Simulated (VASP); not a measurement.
Write the native input for VASP 6.6.1 that does the following.

| Item | Value |
| --- | --- |
| Task | single point |
| Functional | PBE |
| Potentials or basis | VASP PAW PBE potentials, release 64 (Ag) |
| Cutoff | 500 eV |
| k mesh | 3 × 3 × 3 |
| Occupations | gaussian, width 0.1 eV |
| Spin | no spin polarisation |
| Dipole correction | no |
| Further INCAR settings | ALGO = Normal; EDIFF = 1e-06; NBANDS = 24 |

The structure of Ag lies in POSCAR:

```
Ag
1.0
    1.5252284733      0.8506819809      7.1529336735
   -1.4531271802      0.8443934965      7.1389343155
    0.0306046593     -1.6994007330      7.1464445641
Ag
3
Direct
    0.0000000000      0.0000000000      0.0000000000
    0.7777190000      0.7777190000      0.7777190000
    0.2222810000      0.2222810000      0.2222810000
```

The input as run:

INCAR

```
SYSTEM = Ag
ALGO     = Normal         ! electronic algorithm
EDIFF    = 1E-6           ! SCF threshold, eV
ENCUT    = 500            ! plane-wave cutoff, eV
GGA      = PE             ! functional
GGA_COMPAT= .FALSE.      
ISIF     = 2              ! what is computed and relaxed
ISMEAR   = 0              ! smearing method
LASPH    = .TRUE.         ! aspherical terms in the spheres
LCHARG   = .FALSE.        ! write CHGCAR
LREAL    = .FALSE.        ! projectors in reciprocal space
LWAVE    = .FALSE.        ! write WAVECAR
NBANDS   = 24             ! bands
NELM     = 120            ! most SCF steps
PREC     = Accurate       ! precision mode
SIGMA    = 0.1            ! smearing width, eV
```

KPOINTS

```
k-points
0
G
  3 3 3
  0 0 0
```

Potentials or basis: VASP PAW PBE potentials, release 64 (Ag).

Launch:

```console
$ cat potpaw_PBE.64/Ag/POTCAR > POTCAR
$ mpirun -np 1 vasp_std > vasp.out
```

Results of the run:

```
Pressure               : -3.6 GPa
Largest force          : 0.077 eV/Å
Band gap on the k mesh : zero (an odd number of electrons rules out a gap without spin polarisation)
```

Caveat: the k points lie up to 0.83 Å⁻¹ apart, too coarse for converged energies and pressures of a metal.

Run time: 2.7 min on 1 thread of Intel Xeon 8259CL, on a shared host, peak memory 0.37 GiB.
